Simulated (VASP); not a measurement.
# Mg5Te3 (P4/mmm) in VASP: notebook, part 2 of 2

VASP 6.6.1. The steps go on from the part before.

### Step 5. Single point, PBE

This run uses another cell than the first one, of 24.94 Å³/atom, 0.986 times its volume.

Contents of INCAR:

```
SYSTEM = Mg5Te3
PREC     = Accurate       ! precision mode
ENCUT    = 520            ! plane-wave cutoff, eV
EDIFF    = 1E-6           ! SCF threshold, eV
ISMEAR   = 0              ! smearing method
SIGMA    = 0.1            ! smearing width, eV
LREAL    = .FALSE.        ! projectors in reciprocal space
LASPH    = .TRUE.         ! aspherical terms in the spheres
NELM     = 60             ! most SCF steps
ALGO     = Fast           ! electronic algorithm
ISIF     = 2              ! what is computed and relaxed
LWAVE    = .FALSE.        ! write WAVECAR
LCHARG   = .FALSE.        ! write CHGCAR
GGA      = PE             ! functional
NBANDS   = 24             ! bands
```

Contents of KPOINTS:

```
regular mesh
0
G
  8 8 4
  0 0 0
```

Contents of POSCAR:

```
Mg5Te3
1.0
    3.9143058331      0.0000000000      0.0000000000
    0.0000000000      3.9143058331      0.0000000000
    0.0000000000      0.0000000000     13.0244711898
Mg Te
5 3
Direct
    0.0000000000      0.0000000000      0.2449741452
    0.0000000000      0.0000000000      0.7550258548
    0.0000000000      0.0000000000      0.0000000000
    0.5000000000      0.5000000000      0.3789829334
    0.5000000000      0.5000000000      0.6210170666
    0.5000000000      0.5000000000      0.1415783400
    0.5000000000      0.5000000000      0.8584216600
    0.0000000000      0.0000000000      0.5000000000
```

Potentials or basis: VASP PAW PBE potentials, release 64 (Mg, Te).

The run is started by

```bash
cat potpaw_PBE.64/Mg/POTCAR potpaw_PBE.64/Te/POTCAR > POTCAR
mpirun -np 1 vasp_std > vasp.out
```

OUTCAR:

```text
SYSTEM = Mg5Te3
   PREC = Accurate
   ENCUT = 520
   EDIFF = 1E-6
   ISMEAR = 0
   LREAL = .FALSE.
   LASPH = .TRUE.
   NELM = 60
   ISIF = 2
   GGA = PE

 ion  position               nearest neighbor table
   1  0.000  0.000  0.245-   6 3.08   6 3.08   6 3.08   6 3.08   3 3.19   4 3.27   4 3.27   4 3.27
                             4 3.27   8 3.32
   2  0.000  0.000  0.755-   7 3.08   7 3.08   7 3.08   7 3.08   3 3.19   5 3.27   5 3.27   5 3.27
                             5 3.27   8 3.32
   3  0.000  0.000  0.000-   1 3.19   2 3.19   6 3.33   7 3.33   6 3.33   7 3.33   6 3.33   7 3.33
                             6 3.33   7 3.33
   4  0.500  0.500  0.379-   6 3.09   5 3.15   8 3.19   8 3.19   8 3.19   8 3.19   1 3.27   1 3.27
                             1 3.27   1 3.27
   5  0.500  0.500  0.621-   7 3.09   4 3.15   8 3.19   8 3.19   8 3.19   8 3.19   2 3.27   2 3.27
                             2 3.27   2 3.27
   6  0.500  0.500  0.142-   1 3.08   1 3.08   1 3.08   1 3.08   4 3.09   3 3.33   3 3.33   3 3.33
                             3 3.33
   7  0.500  0.500  0.858-   2 3.08   2 3.08   2 3.08   2 3.08   5 3.09   3 3.33   3 3.33   3 3.33
                             3 3.33
   8  0.000  0.000  0.500-   4 3.19   5 3.19   4 3.19   5 3.19   4 3.19   5 3.19   4 3.19   5 3.19
                             1 3.32   2 3.32

  LATTYP: Found a simple tetragonal cell.
 ALAT       =     3.9143058331
 C/A-ratio  =     3.3274025447

  Lattice vectors:

 A1 = (   3.9143058331,   0.0000000000,   0.0000000000)
 A2 = (   0.0000000000,   3.9143058331,   0.0000000000)
 A3 = (   0.0000000000,   0.0000000000,  13.0244711898)

Analysis of symmetry for initial positions (statically):
=====================================================================
 Subroutine PRICEL returns:
 Original cell was already a primitive cell.

 Routine SETGRP: Setting up the symmetry group for a
 simple tetragonal supercell.

 Subroutine GETGRP returns: Found 16 space group operations
 (whereof 16 operations were pure point group operations)
 out of a pool of 16 trial point group operations.

The static configuration has the point symmetry D_4h.

Analysis of symmetry for dynamics (positions and initial velocities):
=====================================================================
 Subroutine PRICEL returns:
 Original cell was already a primitive cell.

 Routine SETGRP: Setting up the symmetry group for a
 simple tetragonal supercell.

 Subroutine GETGRP returns: Found 16 space group operations
 (whereof 16 operations were pure point group operations)
 out of a pool of 16 trial point group operations.

The dynamic configuration has the point symmetry D_4h.

 Subroutine INISYM returns: Found 16 space group operations
 (whereof 16 operations are pure point group operations),
 and found     1 'primitive' translations

----------------------------------------------------------------------------------------

                                     Primitive cell

  volume of cell :     199.5582

  direct lattice vectors                    reciprocal lattice vectors
     3.914305833  0.000000000  0.000000000     0.255473139  0.000000000  0.000000000
     0.000000000  3.914305833  0.000000000     0.000000000  0.255473139  0.000000000
[... 54 lines left out ...]
  0.000000  0.000000  0.000000      1.000000
  0.125000  0.000000  0.000000      4.000000
  0.250000  0.000000  0.000000      4.000000
  0.375000  0.000000  0.000000      4.000000
  0.500000  0.000000  0.000000      2.000000
  0.125000  0.125000  0.000000      4.000000
[... 16 lines left out ...]
  0.375000  0.125000  0.250000     16.000000
  0.500000  0.125000  0.250000      8.000000
 [... further k-points ...]
   k-points           NKPTS =     45   k-points in BZ     NKDIM =     45   number of bands    NBANDS=     24
   number of dos      NEDOS =    301   number of ions     NIONS =      8
   total plane-waves  NPLWV =  88200
   dimension x,y,z NGX =    30 NGY =   30 NGZ =   98
   dimension x,y,z NGXF=    60 NGYF=   60 NGZF=  196
   ions per type =               5   3
   NGX,Y,Z   is equivalent  to a cutoff of  12.74, 12.74, 12.51 a.u.
   NGXF,Y,Z  is equivalent  to a cutoff of  25.48, 25.48, 25.02 a.u.
 SYSTEM =  Mg5Te3
   PREC   = accura    normal or accurate (medium, high low for compatibility)
   ISTART =      0    job   : 0-new  1-cont  2-samecut
   ICHARG =      2    charge: 1-file 2-atom 10-const
   ISPIN  =      1    spin polarized calculation?
   LNONCOLLINEAR =      F non collinear calculations
   LSORBIT =      F    spin-orbit coupling
   LASPH  =      T    aspherical Exc in radial PAW
   ENCUT  =  520.0 eV  38.22 Ry    6.18 a.u.   7.28  7.28 24.22*2*pi/ulx,y,z
   NELM   =     60;   NELMIN=  2; NELMDL= -5     # of ELM steps
   EDIFF  = 0.1E-05   stopping-criterion for ELM
   LREAL  =      F    real-space projection
   EDIFFG = 0.1E-04   stopping-criterion for IOM
   NSW    =      0    number of steps for IOM
   IBRION =     -1    ionic relax: 0-MD 1-quasi-New 2-CG
   NFREE  =      0    steps in history (QN), initial steepest desc. (CG)
   ISIF   =      2    stress and relaxation
   ISYM   =      2    0-nonsym 1-usesym 2-fastsym
   POTIM  = 0.5000    time-step for ionic-motion
   TEBEG  =    0.0;   TEEND  =   0.0 temperature during run
   PSTRESS=    0.0 pullay stress
   NELECT =      28.0000    total number of electrons
   NUPDOWN=      -1.0000    fix difference up-down
   EMIN   =  10.00;   EMAX   =-10.00  energy-range for DOS
   EFERMI =   0.00;   METHOD = LEGACY
   ISMEAR =     0;   SIGMA  =   0.10  broadening in eV -4-tet -1-fermi 0-gaus
   EFERMI_NEDOS =   21; number of points for ismear=-14 and -15
   IALGO  =     68    algorithm
   IMIX   =      4    mixing-type and parameters
     AMIX     =   0.40;   BMIX     =  1.00
     AMIX_MAG =   1.60;   BMIX_MAG =  1.00
  volume/ion in A,a.u.               =      24.94       168.34
  Fermi-wavevector in a.u.,A,eV,Ry     =   0.850689  1.607570  9.846159  0.723672
  Thomas-Fermi vector in A             =   1.966706
   LORBIT       =      0    0 simple, 1 ext, 2 COOP (PROOUT), +10 PAW based schemes
   GGA     = PE    functional components
   LHFCALC =     F    Hartree Fock is set to
   AEXX    =    0.0000 exact exchange contribution
   IVDW    =     0    specifies the selected vdW correction
   LEPSILON=     F    determine dielectric tensor
   LRPA    =     F    only Hartree local field effects (RPA)
 non-spin polarized calculation
 RMM-DIIS sequential band-by-band and
 Gauss-broadening in eV      SIGMA  =   0.10
  energy-cutoff  :      520.00
  volume of cell :      199.56
 maximum number of plane-waves:      5408
 NGX is ok and might be reduce to    30
   NGX = 15   NGY = 15   NGZ = 49

 number of electron      27.9999998 magnetization

 Free energy of the ion-electron system (eV)
  ---------------------------------------------------
  ext. energy  EPLUGINS =         0.00000000
  ---------------------------------------------------
  free energy    TOTEN  =       -19.25057572 eV

  energy without entropy =      -19.23094198  energy(sigma->0) =      -19.24075885

 E-fermi :   5.2651     XC(G=0):  -9.1139

 val. band max:        5.2598576204   @ k =   0.3750   0.3750   0.0000
 cond. band min:       5.2683892319   @ k =   0.3750   0.1250   0.5000
 fundamental gap:      0.0085316115
 Fermi energy:         5.2651377682

 k-point     1 :       0.0000    0.0000    0.0000
  band No.  band energies     occupation
      1      -7.1891      2.00000
      2      -6.9636      2.00000
      3      -6.7058      2.00000
      4      -0.6698      2.00000
      5      -0.5779      2.00000
      6       2.2505      2.00000
[... 637 lines left out ...]
     23       9.5757      0.00000
     24       9.9446      0.00000

 [... further k-points ...]
[... 5 lines left out ...]
  --------------------------------------------------------------------------------------
  -------------------------------------------------------------------------------------
  Total       -0.1115167     -0.1115167     -0.1602966      0.0000000      0.0000000     -0.0000000
  in kB       -0.8953252     -0.8953252     -1.2869610      0.0000000      0.0000000     -0.0000000
  external PRESSURE =      -1.0258705 kB  Pullay stress =       0.0000000 kB

 VOLUME and BASIS-vectors are now :
 -----------------------------------------------------------------------------
  energy-cutoff  :      520.00
  volume of cell :      199.56
      direct lattice vectors                 reciprocal lattice vectors
     3.914305833  0.000000000  0.000000000     0.255473139  0.000000000  0.000000000
     0.000000000  3.914305833  0.000000000     0.000000000  0.255473139  0.000000000
     0.000000000  0.000000000 13.024471190     0.000000000  0.000000000  0.076778549

 POSITION                                       TOTAL-FORCE (eV/Angst)
 -----------------------------------------------------------------------------------
      0.00000      0.00000      3.19066         0.000000      0.000000      0.002814
      0.00000      0.00000      9.83381         0.000000     -0.000000     -0.002814
      0.00000      0.00000      0.00000         0.000000      0.000000      0.000000
      1.95715      1.95715      4.93605        -0.000000     -0.000000      0.001717
      1.95715      1.95715      8.08842         0.000000     -0.000000     -0.001717
      1.95715      1.95715      1.84398        -0.000000      0.000000      0.001435
      1.95715      1.95715     11.18049         0.000000     -0.000000     -0.001435
      0.00000      0.00000      6.51224         0.000000      0.000000      0.000000
 -----------------------------------------------------------------------------------
    total drift:                                0.000000      0.000000     -0.000000

  FREE ENERGIE OF THE ION-ELECTRON SYSTEM (eV)
  ---------------------------------------------------
  free  energy   TOTEN  =       -19.2505757220 eV

  energy  without entropy=      -19.2309419801  energy(sigma->0) =      -19.24075885
```

It took 2.5 min on 1 thread of Intel Xeon 6975P-C (Granite Rapids), shared host; peak memory 0.39 GiB.

What came out:

```yaml
Free_energy: -19.2506 eV
Pressure: -0.1 GPa
Band_gap_on_the_k_mesh: zero (band 14 reaches 6.55 eV, above the bottom of band 15 at 4.15 eV)
```

Forces on the atoms (eV/Å):
```
Mg   0.000  0.000  0.003
Mg   0.000  0.000 -0.003
Mg   0.000  0.000  0.000
Mg   0.000  0.000  0.002
Mg   0.000  0.000 -0.002
Te   0.000  0.000  0.001
Te   0.000  0.000 -0.001
Te   0.000  0.000  0.000
```

Levels at points of the mesh, in eV from the Fermi level:
```csv
k point,band 10,band 11,band 12,band 13,band 14,band 15,band 16,band 17,band 18,band 19
"(0.00, 0.00, 0.00)",-1.65,-1.65,-1.43,-1.43,-0.13,0.60,0.79,2.25,2.49,3.25
"(0.50, 0.00, 0.00)",-1.82,-1.05,-0.94,-0.67,-0.15,0.61,0.93,1.36,3.27,3.55
"(0.50, 0.50, 0.00)",-3.63,-3.26,-2.10,-2.06,-1.57,-0.86,-0.01,-0.01,0.39,0.39
"(0.00, 0.00, 0.50)",-1.77,-1.37,-1.37,-0.70,-0.58,0.31,1.16,1.37,2.66,2.73
"(0.50, 0.00, 0.50)",-1.16,-1.05,-0.94,-0.91,-0.75,-0.67,1.91,2.84,2.91,3.53
"(0.50, 0.50, 0.50)",-3.58,-3.28,-2.44,-1.88,-1.22,-1.11,-0.46,-0.46,1.39,1.39
```

Caveat: spin-orbit coupling is left out, which moves the levels of the heavy elements.

### Step 6. The runs side by side

```tsv
cell	k mesh	smearing	gap on the mesh (eV)	pressure (GPa)	largest force (eV/Å)
a = 3.907, b = 3.907, c = 13.262 Å, 8 atoms	5 × 5 × 2	gaussian 0.2 eV	none	-0.1	0.01
a = 3.868, b = 3.868, c = 13.613 Å, 8 atoms	4 × 4 × 2	gaussian 0.2 eV	none	-0.1	0.07
a = 5.094, b = 5.094, c = 7.900 Å, 8 atoms	4 × 4 × 2	gaussian 0.2 eV	none	-0.1	0.07
a = 3.914, b = 3.914, c = 13.024 Å, 8 atoms	8 × 8 × 4	gaussian 0.1 eV	none	-0.1	-
```

Alike in all rows: task single point; level PBE; potentials or basis VASP PAW PBE potentials, release 64 (Mg, Te); no spin polarisation; cutoff (eV) 520.

Caveats: some runs use coarse meshes; spin-orbit coupling is left out, which moves the levels of the heavy elements.

Absolute energies hang on the potentials; compare differences alone.
